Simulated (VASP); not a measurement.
# In3Se (P4/mmm) in VASP: further runs

In3Se is run at these levels: PBEsol+D3(BJ); tasks: single point.

All numbers are computed with VASP 6.6.1; they aren't measurements. Logs are shortened: lines on timing, memory, paths and dates and some standing lists are left out, and cuts for length are marked.

### 1 The cell of the first run

It takes space group P4/mmm (No. 123, tetragonal). The conventional cell has a = 4.649 Å, b = 4.649 Å, c = 4.467 Å, α = 90.00°, β = 90.00°, γ = 90.00°. Within 4.2 Å of In (site symmetry mmm) lie 8 In at 3.22 to 3.29 Å and 4 Se at 3.22 Å. In (site symmetry 4/mmm) has 8 In at 3.22 Å and 4 Se at 3.29 Å within 4.2 Å. Within 4.2 Å of Se (site symmetry 4/mmm) lie 12 In at 3.22 to 3.29 Å.

### 2 Single point, PBEsol+D3(BJ) (24.14 Å³/atom)

File INCAR:

```
  PREC = Accurate
  ENCUT = 520
  EDIFF = 1E-7
  ISMEAR = 0
  SIGMA = 0.15
  LREAL = F
  LASPH = T
  NELM = 100
  ALGO = Normal
  ISIF = 2
  LWAVE = F
  LCHARG = F
  GGA = PS
  IVDW = 12
  NBANDS = 30
```

File KPOINTS:

```
Automatic mesh
0
Gamma
  10 10 10
```

File POSCAR:

```
In3Se
1.0
    4.6493731304      0.0000000000      0.0000000000
    0.0000000000      4.6493731304      0.0000000000
    0.0000000000      0.0000000000      4.4666527663
In Se
3 1
Direct
    0.0000000000      0.5000000000      0.5000000000
    0.5000000000      0.0000000000      0.5000000000
    0.5000000000      0.5000000000      0.0000000000
    0.0000000000      0.0000000000      0.0000000000
```

Potentials or basis: VASP PAW PBE potentials, release 64 (In_d, Se).

The run is started by

```
$ cat potpaw_PBE.64/In_d/POTCAR potpaw_PBE.64/Se/POTCAR > POTCAR
$ mpirun -np 1 vasp_std > vasp.out
```

OUTCAR:

```text
PREC = Accurate
   ENCUT = 520
   EDIFF = 1E-7
   ISMEAR = 0
   LREAL = F
   LASPH = T
   NELM = 100
   ISIF = 2
   GGA = PS
   IVDW = 12
 IVDW          = 12

 ion  position               nearest neighbor table
   1  0.000  0.500  0.500-   3 3.22   4 3.22   3 3.22   4 3.22   4 3.22   4 3.22   3 3.22   3 3.22
                             2 3.29   2 3.29   2 3.29   2 3.29
   2  0.500  0.000  0.500-   3 3.22   4 3.22   3 3.22   4 3.22   3 3.22   3 3.22   4 3.22   4 3.22
                             1 3.29   1 3.29   1 3.29   1 3.29
   3  0.500  0.500  0.000-   1 3.22   2 3.22   1 3.22   2 3.22   2 3.22   2 3.22   1 3.22   1 3.22
                             4 3.29   4 3.29   4 3.29   4 3.29
   4  0.000  0.000  0.000-   1 3.22   2 3.22   1 3.22   2 3.22   1 3.22   1 3.22   2 3.22   2 3.22
                             3 3.29   3 3.29   3 3.29   3 3.29

  LATTYP: Found a simple tetragonal cell.
 ALAT       =     4.6493731304
 C/A-ratio  =     0.9607000000

  Lattice vectors:

 A1 = (   4.6493731304,   0.0000000000,   0.0000000000)
 A2 = (   0.0000000000,   4.6493731304,   0.0000000000)
 A3 = (   0.0000000000,   0.0000000000,   4.4666527663)

Analysis of symmetry for initial positions (statically):
=====================================================================
 Subroutine PRICEL returns:
 Original cell was already a primitive cell.

 Routine SETGRP: Setting up the symmetry group for a
 simple tetragonal supercell.

 Subroutine GETGRP returns: Found 16 space group operations
 (whereof 16 operations were pure point group operations)
 out of a pool of 16 trial point group operations.

The static configuration has the point symmetry D_4h.

Analysis of symmetry for dynamics (positions and initial velocities):
=====================================================================
 Subroutine PRICEL returns:
 Original cell was already a primitive cell.

 Routine SETGRP: Setting up the symmetry group for a
 simple tetragonal supercell.

 Subroutine GETGRP returns: Found 16 space group operations
 (whereof 16 operations were pure point group operations)
 out of a pool of 16 trial point group operations.

The dynamic configuration has the point symmetry D_4h.

 Subroutine INISYM returns: Found 16 space group operations
 (whereof 16 operations are pure point group operations),
 and found     1 'primitive' translations

----------------------------------------------------------------------------------------

                                     Primitive cell

  volume of cell :      96.5542

  direct lattice vectors                    reciprocal lattice vectors
     4.649373130  0.000000000  0.000000000     0.215082759  0.000000000  0.000000000
     0.000000000  4.649373130  0.000000000     0.000000000  0.215082759  0.000000000
     0.000000000  0.000000000  4.466652766     0.000000000  0.000000000  0.223881294

  length of vectors
     4.649373130  4.649373130  4.466652766     0.215082759  0.215082759  0.223881294

  position of ions in fractional coordinates (direct lattice)
     0.000000000  0.500000000  0.500000000
     0.500000000  0.000000000  0.500000000
     0.500000000  0.500000000  0.000000000
     0.000000000  0.000000000  0.000000000

  ion indices of the primitive-cell ions
   primitive index   ion index
                 1           1
                 2           2
                 3           3
                 4           4

----------------------------------------------------------------------------------------

 KPOINTS: Automatic mesh

Automatic generation of k-mesh.
 Grid dimensions read from file:
 generate k-points for:   10   10   10

 Generating k-lattice:

  Cartesian coordinates                     Fractional coordinates (reciprocal lattice)
     0.021508276  0.000000000  0.000000000     0.100000000  0.000000000  0.000000000
     0.000000000  0.021508276  0.000000000     0.000000000  0.100000000  0.000000000
     0.000000000  0.000000000  0.022388129     0.000000000  0.000000000  0.100000000

  Length of vectors
     0.021508276  0.021508276  0.022388129

  Shift w.r.t. Gamma in fractional coordinates (k-lattice)
     0.000000000  0.000000000  0.000000000

 Subroutine IBZKPT returns following result:
 ===========================================

 Found    126 irreducible k-points:

 Following reciprocal coordinates:
            Coordinates               Weight
  0.000000  0.000000  0.000000      1.000000
  0.100000  0.000000  0.000000      4.000000
  0.200000  0.000000  0.000000      4.000000
  0.300000  0.000000  0.000000      4.000000
  0.400000  0.000000  0.000000      4.000000
  0.500000  0.000000  0.000000      2.000000
[... 16 lines left out ...]
  0.100000  0.000000  0.100000      8.000000
  0.200000  0.000000  0.100000      8.000000
 [... further k-points ...]
   k-points           NKPTS =    126   k-points in BZ     NKDIM =    126   number of bands    NBANDS=     30
   number of dos      NEDOS =    301   number of ions     NIONS =      4
   total plane-waves  NPLWV =  46656
   dimension x,y,z NGX =    36 NGY =   36 NGZ =   36
   dimension x,y,z NGXF=    72 NGYF=   72 NGZF=   72
   ions per type =               3   1
   NGX,Y,Z   is equivalent  to a cutoff of  12.87, 12.87, 13.40 a.u.
   NGXF,Y,Z  is equivalent  to a cutoff of  25.74, 25.74, 26.80 a.u.
 SYSTEM =  unknown system
   PREC   = accura    normal or accurate (medium, high low for compatibility)
   ISTART =      0    job   : 0-new  1-cont  2-samecut
   ICHARG =      2    charge: 1-file 2-atom 10-const
   ISPIN  =      1    spin polarized calculation?
   LNONCOLLINEAR =      F non collinear calculations
   LSORBIT =      F    spin-orbit coupling
   LASPH  =      T    aspherical Exc in radial PAW
   ENCUT  =  520.0 eV  38.22 Ry    6.18 a.u.   8.64  8.64  8.31*2*pi/ulx,y,z
   NELM   =    100;   NELMIN=  2; NELMDL= -5     # of ELM steps
   EDIFF  = 0.1E-06   stopping-criterion for ELM
   LREAL  =      F    real-space projection
   EDIFFG = 0.1E-05   stopping-criterion for IOM
   NSW    =      0    number of steps for IOM
   IBRION =     -1    ionic relax: 0-MD 1-quasi-New 2-CG
   NFREE  =      0    steps in history (QN), initial steepest desc. (CG)
   ISIF   =      2    stress and relaxation
   ISYM   =      2    0-nonsym 1-usesym 2-fastsym
   POTIM  = 0.5000    time-step for ionic-motion
   TEBEG  =    0.0;   TEEND  =   0.0 temperature during run
   PSTRESS=    0.0 pullay stress
   NELECT =      45.0000    total number of electrons
   NUPDOWN=      -1.0000    fix difference up-down
   EMIN   =  10.00;   EMAX   =-10.00  energy-range for DOS
   EFERMI =   0.00;   METHOD = LEGACY
   ISMEAR =     0;   SIGMA  =   0.15  broadening in eV -4-tet -1-fermi 0-gaus
   EFERMI_NEDOS =   21; number of points for ismear=-14 and -15
   IALGO  =     38    algorithm
   IMIX   =      4    mixing-type and parameters
     AMIX     =   0.40;   BMIX     =  1.00
     AMIX_MAG =   1.60;   BMIX_MAG =  1.00
  volume/ion in A,a.u.               =      24.14       162.89
  Fermi-wavevector in a.u.,A,eV,Ry     =   1.269274  2.398580 21.919750  1.611056
  Thomas-Fermi vector in A             =   2.402324
   LORBIT       =      0    0 simple, 1 ext, 2 COOP (PROOUT), +10 PAW based schemes
   GGA     = PS    functional components
   LHFCALC =     F    Hartree Fock is set to
   AEXX    =    0.0000 exact exchange contribution
   IVDW    =    12    specifies the selected vdW correction
   LEPSILON=     F    determine dielectric tensor
   LRPA    =     F    only Hartree local field effects (RPA)
 non-spin polarized calculation
 Gauss-broadening in eV      SIGMA  =   0.15
  energy-cutoff  :      520.00
  volume of cell :       96.55
 maximum number of plane-waves:      2634
 NGX is ok and might be reduce to    36
   NGX = 17   NGY = 17   NGZ = 17

 number of electron      44.9999992 magnetization

 Free energy of the ion-electron system (eV)
  ---------------------------------------------------
  ext. energy  EPLUGINS =         0.00000000
  ---------------------------------------------------
  free energy    TOTEN  =       -13.21140472 eV

  energy without entropy =      -13.19437093  energy(sigma->0) =      -13.20288783

 E-fermi :   7.2647     XC(G=0): -10.5495

 val. band max:        7.2619410577   @ k =   0.3000   0.2000   0.1000
 cond. band min:       7.2712240744   @ k =   0.2000   0.2000   0.4000
 fundamental gap:      0.0092830167
 Fermi energy:         7.2646617343

 k-point     1 :       0.0000    0.0000    0.0000
  band No.  band energies     occupation
      1      -7.6012      2.00000
      2      -7.5569      2.00000
      3      -7.5569      2.00000
      4      -7.5184      2.00000
      5      -7.3978      2.00000
      6      -7.3605      2.00000
[... 22 lines left out ...]
     29      12.9220      0.00000
     30      14.1262      0.00000

 k-point     2 :       0.1000    0.0000    0.0000
  band No.  band energies     occupation
      1      -7.5875      2.00000
      2      -7.5547      2.00000
      3      -7.5437      2.00000
      4      -7.5070      2.00000
      5      -7.3941      2.00000
      6      -7.3536      2.00000
[... 22 lines left out ...]
     29      13.2286      0.00000
     30      14.6117      0.00000

 k-point     3 :       0.2000    0.0000    0.0000
  band No.  band energies     occupation
      1      -7.5488      2.00000
      2      -7.5484      2.00000
      3      -7.5049      2.00000
      4      -7.4737      2.00000
      5      -7.3860      2.00000
      6      -7.3320      2.00000
[... 22 lines left out ...]
     29      13.9175      0.00000
     30      14.7263      0.00000

 k-point     4 :       0.3000    0.0000    0.0000
  band No.  band energies     occupation
      1      -7.5413      2.00000
      2      -7.4913      2.00000
      3      -7.4439      2.00000
      4      -7.4219      2.00000
      5      -7.3768      2.00000
      6      -7.2974      2.00000
[... 616 lines left out ...]
     29      13.2055      0.00000
     30      14.1721      0.00000

 k-point    23 :       0.1000    0.0000    0.1000
  band No.  band energies     occupation
      1      -7.5737      2.00000
      2      -7.5424      2.00000
      3      -7.5311      2.00000
      4      -7.5030      2.00000
      5      -7.3844      2.00000
      6      -7.3511      2.00000
[... 22 lines left out ...]
     29      13.4789      0.00000
     30      14.6186      0.00000

 k-point    24 :       0.2000    0.0000    0.1000
  band No.  band energies     occupation
      1      -7.5393      2.00000
      2      -7.5372      2.00000
      3      -7.4937      2.00000
      4      -7.4692      2.00000
      5      -7.3761      2.00000
      6      -7.3282      2.00000
[... 22 lines left out ...]
     29      14.0449      0.00000
     30      14.6712      0.00000

 [... further k-points ...]

------------------------ aborting loop because EDIFF is reached ----------------------------------------

 Edisp (eV)   -1.48011

 E8    (eV) :    -1.0420

  FORCE on cell =-STRESS in cart. coord.  units (eV):
  Direction    XX          YY          ZZ          XY          YZ          ZX
  --------------------------------------------------------------------------------------
  -------------------------------------------------------------------------------------
  Total      -0.00789    -0.00789     0.01964     0.00000     0.00000     0.00000
  in kB      -0.13094    -0.13094     0.32584     0.00000     0.00000     0.00000
  external pressure =        0.02 kB  Pullay stress =        0.00 kB

 VOLUME and BASIS-vectors are now :
 -----------------------------------------------------------------------------
  energy-cutoff  :      520.00
  volume of cell :       96.55
      direct lattice vectors                 reciprocal lattice vectors
     4.649373130  0.000000000  0.000000000     0.215082759  0.000000000  0.000000000
     0.000000000  4.649373130  0.000000000     0.000000000  0.215082759  0.000000000
     0.000000000  0.000000000  4.466652766     0.000000000  0.000000000  0.223881294

 POSITION                                       TOTAL-FORCE (eV/Angst)
 -----------------------------------------------------------------------------------
      0.00000      2.32469      2.23333         0.000000      0.000000      0.000000
      2.32469      0.00000      2.23333         0.000000      0.000000      0.000000
      2.32469      2.32469      0.00000         0.000000      0.000000      0.000000
      0.00000      0.00000      0.00000         0.000000      0.000000      0.000000
 -----------------------------------------------------------------------------------
    total drift:                                0.000000      0.000000      0.000000

  FREE ENERGIE OF THE ION-ELECTRON SYSTEM (eV)
  ---------------------------------------------------
  free  energy   TOTEN  =       -14.6915155468 eV

  energy  without entropy=      -14.6744817539  energy(sigma->0) =      -14.68299865
```

It took 2.4 min on 1 thread of Intel Xeon 6975P-C (Granite Rapids), shared host; peak memory 0.43 GiB.

What came out:

| Property | Result |
| --- | --- |
| Free energy | -14.6915 eV |
| Pressure | 0.0 GPa |
| Band gap on the k mesh | zero (an odd number of electrons rules out a gap without spin polarisation) |
| Dispersion energy per atom | -0.370 eV |

Caveat: the PAW data sets were made with another functional, which shifts forces and pressure a little; spin-orbit coupling is left out, which moves the levels of the heavy elements.

(Part 1 of 3 ends here.)

The gap in the log of VASP goes by the Fermi energy; the results here count the filled bands.